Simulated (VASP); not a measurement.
Wanted: the native input for a VASP 6.6.1 run.

| Property | Result |
| --- | --- |
| Task | single point |
| Functional | r2SCAN |
| Potentials or basis | VASP PAW PBE potentials, release 64 (Ce, O) |
| Cutoff | 520 eV |
| k mesh | 6 × 6 × 6 |
| Occupations | gaussian, width 0.01 eV |
| Spin | no spin polarisation |
| Dipole correction | no |
| Further INCAR settings | ALGO = Normal; EDIFF = 1e-07; NBANDS = 19 |

The system is CeO2.

```
CELL_PARAMETERS angstrom
0.00000 2.77197 2.77197
2.77197 0.00000 2.77197
2.77197 2.77197 0.00000
ATOMIC_POSITIONS crystal
Ce 0.00000 0.00000 0.00000
O 0.25000 0.25000 0.25000
O 0.75000 0.75000 0.75000
```

One way to write it, as run:

POSCAR

```
CeO2
1.0
    0.0000000000      2.7719700114      2.7719700114
    2.7719700114      0.0000000000      2.7719700114
    2.7719700114      2.7719700114      0.0000000000
Ce O
1 2
Direct
    0.0000000000      0.0000000000      0.0000000000
    0.2500000000      0.2500000000      0.2500000000
    0.7500000000      0.7500000000      0.7500000000
```

INCAR.step1

```
PREC = Accurate
ENCUT = 520
ISMEAR = 0
SIGMA = 0.01
LREAL = F
LASPH = T
NELM = 100
NBANDS = 19
GGA = PE
ALGO = Normal
EDIFF = 1E-4
LWAVE = T
LCHARG = F
```

INCAR.step2

```
PREC = Accurate
ENCUT = 520
EDIFF = 1E-7
ISMEAR = 0
SIGMA = 0.01
LREAL = F
LASPH = T
NELM = 100
ALGO = Normal
ISIF = 2
LWAVE = F
LCHARG = F
METAGGA = R2SCAN
LMIXTAU = T
NBANDS = 19
ISTART = 1
```

KPOINTS

```
Automatic mesh
0
Gamma
  6 6 6
```

Potentials or basis: VASP PAW PBE potentials, release 64 (Ce, O).

Launch:

```bash
$ cat potpaw_PBE.64/Ce/POTCAR potpaw_PBE.64/O/POTCAR > POTCAR
$ cp INCAR.step1 INCAR
$ mpirun -np 1 vasp_std > vasp.out
$ cp INCAR.step2 INCAR
$ mpirun -np 1 vasp_std > vasp.out
```

It gave:

- Pressure: -10.0 GPa
- Band gap on the k mesh: 2.08 eV (least direct gap 2.14 eV)

Caveat: the cell stands under tension; the PAW data sets were made with another functional, which shifts forces and pressure a little; spin-orbit coupling is left out, which moves the levels of the heavy elements.

Wall time 2.2 min on 1 thread of Intel Xeon 8259CL, with other jobs on the host, peak memory 0.19 GiB.
